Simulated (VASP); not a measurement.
Input of a VASP 6.6.1 run:

INCAR

```
SYSTEM = TiAl3
ALGO = Fast ; EDIFF = 1E-6
ENCUT = 520 ; GGA = PS
ISIF = 2 ; ISMEAR = 0
LASPH = .TRUE. ; LCHARG = .FALSE.
LREAL = .FALSE. ; LWAVE = .FALSE.
NBANDS = 18 ; NELM = 80
PREC = Accurate ; SIGMA = 0.15
```

The input KPOINTS:

```
k-points
0
G
  18 10 10
  0 0 0
```

Contents of POSCAR:

```
TiAl3
1.0
    2.7813912058      0.0000000000      0.0000000000
    0.0000000000      4.6710700323      0.0000000000
    0.0000000000      0.0000000000      4.8934030395
Ti Al
1 3
Direct
    0.1415838229      0.5000000000      0.1631682049
    0.5000000000      0.5000000000      0.6640465240
    0.5000000000      0.0000000000      0.3331101826
    0.0000000000      0.0000000000      0.8396740885
```

Potentials or basis: VASP PAW PBE potentials, release 64 (Ti_sv, Al).

The run is started by

```bash
$ cat potpaw_PBE.64/Ti_sv/POTCAR potpaw_PBE.64/Al/POTCAR > POTCAR
$ mpirun -np 1 vasp_std > vasp.out
```

Q: Estimate the largest force.

A: 1.707 eV/Å.

Q: Estimate the pressure.

A: 1.7 GPa.

Forces in eV/Å, atoms in the order of the input:
```
Ti  -1.672  0.000 -0.343
Al   0.957  0.000 -0.079
Al   0.844  0.000  0.213
Al  -0.129  0.000  0.209
```

Caveat: the cell differs from its parent crystal (atom 1 (Ti) moved +0.394 Å along Cartesian [1 0 0]); the PAW data sets were made with another functional, which shifts forces and pressure a little.
